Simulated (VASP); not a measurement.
Crystal: PN.

```
CELL_PARAMETERS angstrom
5.55509 0.00000 0.00000
0.00000 2.57051 0.00000
0.00000 0.00000 3.22722
ATOMIC_POSITIONS crystal
P 0.05650 0.75000 0.84995
P 0.44350 0.25000 0.34995
P 0.55650 0.75000 0.65005
P 0.94350 0.25000 0.15005
N 0.15428 0.25000 0.53118
N 0.34572 0.75000 0.03118
N 0.65428 0.25000 0.96882
N 0.84572 0.75000 0.46882
```

The cell was built from a structure type or drawn by symmetry, and may not be a known phase.

| Item | Value |
| --- | --- |
| Program | VASP 6.6.1 |
| Task | relaxation of cell and atoms |
| Functional | PBE |
| Potentials or basis | VASP PAW PBE potentials, release 64 (P, N) |
| Cutoff | 600 eV |
| k mesh | 4 × 6 × 6 |
| Occupations | gaussian, width 0.1 eV |
| Spin | no spin polarisation |

At the start: pressure 303.0 GPa; volume 5.76 Å³/atom.

Q: How do energy, volume and symmetry change on relaxing?

A: Over 85 steps the energy falls by 2739.1 meV/atom and the volume is 10.21 Å³/atom (+77.3 %); space group Pnma (No. 62, to 0.1 Å) before and after.

Step by step:
| step | energy change (eV) | largest force (eV/Å) | pressure (GPa) | volume (Å³) |
| --- | --- | --- | --- | --- |
| 1 | 0.0000 | 20.6835 | 303.03 | 46.08 |
| 4 | -15.7506 | 3.6071 | 13.91 | 79.65 |
| 7 | -17.9584 | 1.7040 | -14.00 | 90.07 |
| 10 | -20.1048 | 1.1261 | -6.33 | 84.48 |
| 13 | -20.6373 | 0.7464 | 8.54 | 80.51 |
| 16 | -21.2305 | 0.7791 | -5.95 | 89.92 |
| 19 | -21.4167 | 0.2029 | -0.07 | 89.25 |
| 22 | -21.4288 | 0.2426 | -0.27 | 88.67 |
| 25 | -21.4509 | 0.1168 | 0.15 | 87.65 |
| 28 | -21.4581 | 0.1565 | -0.14 | 87.82 |
| 31 | -21.4680 | 0.4075 | -2.82 | 88.29 |
| 34 | -21.4744 | 0.2933 | -1.89 | 88.04 |
| 37 | -21.5101 | 0.2361 | -0.29 | 86.90 |
| 40 | -20.8093 | 1.7189 | 20.13 | 77.84 |
| 43 | -21.6680 | 0.2858 | 5.87 | 82.15 |
| 46 | -21.6776 | 0.3292 | 6.43 | 81.73 |
| 49 | -21.6852 | 0.3406 | 6.39 | 81.66 |
| 52 | -21.7821 | 0.2733 | 2.62 | 82.81 |
| 55 | -21.8404 | 0.2905 | -1.82 | 84.32 |
| 58 | -21.8597 | 0.1425 | -0.28 | 83.75 |
| 61 | -21.8697 | 0.2403 | -0.06 | 82.97 |
| 64 | -21.8756 | 0.1040 | 0.39 | 82.58 |
| 67 | -21.8797 | 0.1840 | 0.28 | 82.86 |
| 70 | -21.8869 | 0.0889 | -0.74 | 83.20 |
| 73 | -21.8926 | 0.1194 | 0.59 | 82.51 |
| 76 | -21.8996 | 0.2740 | -0.83 | 82.21 |
| 79 | -21.9099 | 0.1059 | -0.13 | 81.98 |
| 82 | -21.9116 | 0.0539 | -0.04 | 81.80 |
| 85 | -21.9130 | 0.0144 | 0.00 | 81.70 |

Final structure:
```
P N
1.0
     6.66158    0.00000    0.00000
     0.00000    2.87285    0.00000
     0.00000    0.00000    4.26899
P N
4 4
Direct
  0.12195 0.75000 0.87510
  0.37805 0.25000 0.37510
  0.62195 0.75000 0.62490
  0.87805 0.25000 0.12490
  0.20138 0.25000 0.66690
  0.29862 0.75000 0.16690
  0.70138 0.25000 0.83310
  0.79862 0.75000 0.33310
```

Caveat: the k points lie up to 0.36 Å⁻¹ apart in the final cell; the volume moved by over 15 % at a fixed basis, so the end points are rough.
